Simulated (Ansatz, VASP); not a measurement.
## TiO2: VASP beside Ansatz

The input INCAR:

```
ALGO = Normal
EDIFF = 1E-6
ENCUT = 520
GGA = PE
ISIF = 2
ISMEAR = 0
LASPH = T
LCHARG = F
LREAL = F
LWAVE = F
NBANDS = 33
NELM = 100
PREC = Accurate
SIGMA = 0.05
```

KPOINTS

```
k-points
0
Gamma
  6 6 10
```

File POSCAR:

```
TiO2
1.0
    4.6430645122      0.0000000000      0.0000000000
    0.0000000000      4.6430645122      0.0000000000
    0.0000000000      0.0000000000      2.9640243990
Ti O
2 4
Direct
    0.0124415020     -0.0124415020     -0.0319193788
    0.5000000000      0.5000000000      0.5000000000
    0.3051105247      0.3051105247      0.0000000000
    0.1948894753      0.8051105247      0.5000000000
    0.6948894753      0.6948894753      0.0000000000
    0.8051105247      0.1948894753      0.5000000000
```

Input for Ansatz:

```yaml
crystal:
  lattice:
    - [4.6430645122, 0.0, 0.0]
    - [0.0, 4.6430645122, 0.0]
    - [0.0, 0.0, 2.964024399]
  atoms:
    - { symbol: Ti, position: [0.012441502, -0.012441502, -0.0319193788] }
    - { symbol: Ti, position: [0.5, 0.5, 0.5] }
    - { symbol: O, position: [0.3051105247, 0.3051105247, 0.0] }
    - { symbol: O, position: [0.1948894753, 0.8051105247, 0.5] }
    - { symbol: O, position: [0.6948894753, 0.6948894753, 0.0] }
    - { symbol: O, position: [0.8051105247, 0.1948894753, 0.5] }
basis:
  ecutwfc: 420
kpoints:
  mp_grid: { grid: [6, 6, 10] }
hamiltonian:
  xc: pbe
scf:
  occupations: { method: gaussian, width: 0.05 }
output:
  forces: true
  stress: true
  eigenvalues: true
```

Alike in both runs: task single point; functional PBE; k mesh 6 × 6 × 10; occupations gaussian, width 0.05 eV; no spin polarisation.

|  | VASP | Ansatz |
| --- | --- | --- |
| version | VASP 6.6.1 | Ansatz 0.2.0 |
| potentials or method | VASP PAW PBE potentials, release 64 (Ti_sv, O), cutoff 520 eV | scalar-relativistic, plane waves, PAW |
| valence electrons in the cell | 48 | 48 |

Ansatz gave:

| Property | Result |
| --- | --- |
| gap on the k mesh at the Fermi level (eV) | 1.82 |
| least direct gap on the mesh (eV) | 1.86 |
| pressure (GPa) | 1.0 |
| traceless stress, the component that is largest in VASP (GPa) | 1.37 |
| rms of the force components (eV/Å) | 0.528 |

Task: What did VASP give for the same quantities?

Result: gap on the k mesh at the Fermi level (eV): 1.79; least direct gap on the mesh (eV): 1.84; pressure (GPa): 1.7; traceless stress, the component that is largest in VASP (GPa): 1.41; rms of the force components (eV/Å): 0.537.

Atom by atom the forces differ by 0.021 eV/Å (rms over components). The functional is the same, so the differences come from potentials, cutoffs and numerics.
